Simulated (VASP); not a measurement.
Here is a VASP 6.6.1 calculation.

File INCAR:

```
SYSTEM = SiO2
  PREC = Accurate
  ENCUT = 520
  EDIFF = 1E-6
  ISMEAR = 0
  SIGMA = 0.02
  LREAL = .False.
  LASPH = .True.
  NELM = 100
  ALGO = Normal
  ISIF = 2
  LWAVE = .False.
  LCHARG = .False.
  NBANDS = 44
```

KPOINTS

```
regular mesh
0
Gamma
  6 6 4
  0 0 0
```

Contents of POSCAR:

```
SiO2
1.0
    4.8461082278      0.0000000000      0.0000000000
    0.0000000000      4.8461082278      0.0000000000
    0.0000000000      0.0000000000      7.6168027783
Si O
4 8
Direct
    0.0000000000      0.0000000000      0.0000000000
    0.0000000000      0.5000000000      0.2500000000
    0.5000000000      0.5000000000      0.5000000000
    0.5000000000      0.0000000000      0.7500000000
    0.0969044387      0.2500000000      0.1250000000
    0.2500000000      0.5969044387      0.3750000000
    0.7500000000      0.4030955613      0.3750000000
    0.9030955613      0.7500000000      0.1250000000
    0.5969044387      0.7500000000      0.6250000000
    0.7500000000      0.0969044387      0.8750000000
    0.2500000000      0.9030955613      0.8750000000
    0.4030955613      0.2500000000      0.6250000000
```

Potentials or basis: VASP PAW LDA potentials, release 64 (Si, O).

Command:

```console
$ cat potpaw_LDA.64/Si/POTCAR potpaw_LDA.64/O/POTCAR > POTCAR
$ mpirun -np 1 vasp_std > vasp.out
```

Task: Estimate the band gap on the k mesh.

Result: 5.63 eV.

Task: What does it give for the largest force?

Result: 0.026 eV/Å.

Forces in eV/Å, atoms in the order of the input:
```
Si   0.000  0.000  0.000
Si   0.000  0.000  0.000
Si   0.000  0.000  0.000
Si   0.000  0.000  0.000
O    0.026  0.000  0.000
O    0.000  0.026  0.000
O    0.000 -0.026  0.000
O   -0.026  0.000  0.000
O    0.026  0.000  0.000
O    0.000  0.026  0.000
O    0.000 -0.026  0.000
O   -0.026  0.000  0.000
```

A k mesh can miss the band edges.
